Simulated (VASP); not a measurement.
Write the native input for VASP 6.6.1 that does the following.

| Property | Result |
| --- | --- |
| Task | single point |
| Functional | PBE |
| Potentials or basis | VASP PAW PBE potentials, release 64 (Ta_pv) |
| Cutoff | 520 eV |
| k mesh | 20 × 20 × 20 |
| Occupations | gaussian, width 0.15 eV |
| Spin | no spin polarisation |
| Dipole correction | no |
| Further INCAR settings | ALGO = Normal; EDIFF = 1e-06; NBANDS = 12 |

The structure of Ta lies in POSCAR:

```
Ta
1.0
   -1.4434010011      1.4434010011      2.1935365014
    1.4434010011     -1.4434010011      2.1935365014
    1.4434010011      1.4434010011     -2.1935365014
Ta
1
Direct
    0.0000000000      0.0000000000      0.0000000000
```

One way to write it, as run:

INCAR

```
SYSTEM = Ta
PREC = Accurate
ENCUT = 520
EDIFF = 1E-6
ISMEAR = 0
SIGMA = 0.15
LREAL = .FALSE.
LASPH = .TRUE.
NELM = 80
ALGO = Normal
ISIF = 2
LWAVE = .FALSE.
LCHARG = .TRUE.
GGA = PE
LELF = .TRUE.
LVHAR = .TRUE.
NBANDS = 12
```

KPOINTS

```
regular mesh
0
G
  20 20 20
  0 0 0
```

Potentials or basis: VASP PAW PBE potentials, release 64 (Ta_pv).

Run with:

```bash
$ cat potpaw_PBE.64/Ta_pv/POTCAR > POTCAR
$ mpirun -np 1 vasp_std > vasp.out
```

It gave:

* Pressure: 5.2 GPa
* Band gap on the k mesh: zero (an odd number of electrons rules out a gap without spin polarisation)

Caveat: the cell stands under pressure; spin-orbit coupling is left out, which moves the levels of the heavy elements.

Wall time 51 s on 1 thread of Intel(R) Xeon(R) Platinum 8559C (Emerald Rapids) (shared host), peak memory 0.25 GiB.
